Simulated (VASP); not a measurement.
**Pd: single point with PBEsol**

Crystal: Pd.

```xyz
2
Lattice="0.0000 2.9175 2.9175 2.9175 0.0000 2.9175 2.9175 2.9175 0.0000" Properties=species:S:1:pos:R:3 pbc="T T T"
Pd    0.7294    0.7294    0.7294
Pd    5.1056    5.1056    5.1056
```

This isn't the form of Pd at room conditions, which is fcc.

```
Program             : VASP 6.6.1
Task                : single point
Functional          : PBEsol
Potentials or basis : VASP PAW PBE potentials, release 64 (Pd)
Cutoff              : 520 eV
k mesh              : 11 × 11 × 11
Occupations         : fermi-dirac, width 0.05 eV
Spin                : collinear spin
Starting moments    : [-0.467, -0.467] μB
```

```yaml
Pressure: -5.4 GPa
Net_moment: -0.95 μB per cell
Site_moments: Pd -0.47 μB
Valence_electrons_inside_the_program's_atomic_spheres: Pd 9.26
```

Levels at points of the mesh, in eV from the Fermi level:
Spin up:
| k point | band 6 | band 7 | band 8 | band 9 | band 10 | band 11 | band 12 | band 13 | band 14 | band 15 |
| --- | --- | --- | --- | --- | --- | --- | --- | --- | --- | --- |
| (0.00, 0.00, 0.00) | -3.01 | -1.16 | -1.16 | -1.16 | -0.04 | -0.04 | 11.39 | 11.39 | 11.39 | 11.87 |
Spin down:
```csv
k point,band 8,band 9,band 10,band 11,band 12,band 13,band 14,band 15
"(0.00, 0.00, 0.00)",-1.50,-1.50,-0.38,-0.38,11.29,11.29,11.29,11.76
```

It took 69 s on 1 thread of Intel(R) Xeon(R) Platinum 8259CL CPU @ 2.50GHz (Skylake/Cascade Lake), on a shared host, peak memory 0.25 GiB.

Caveat: the cell stands under tension; the PAW data sets were made with another functional, which shifts forces and pressure a little.
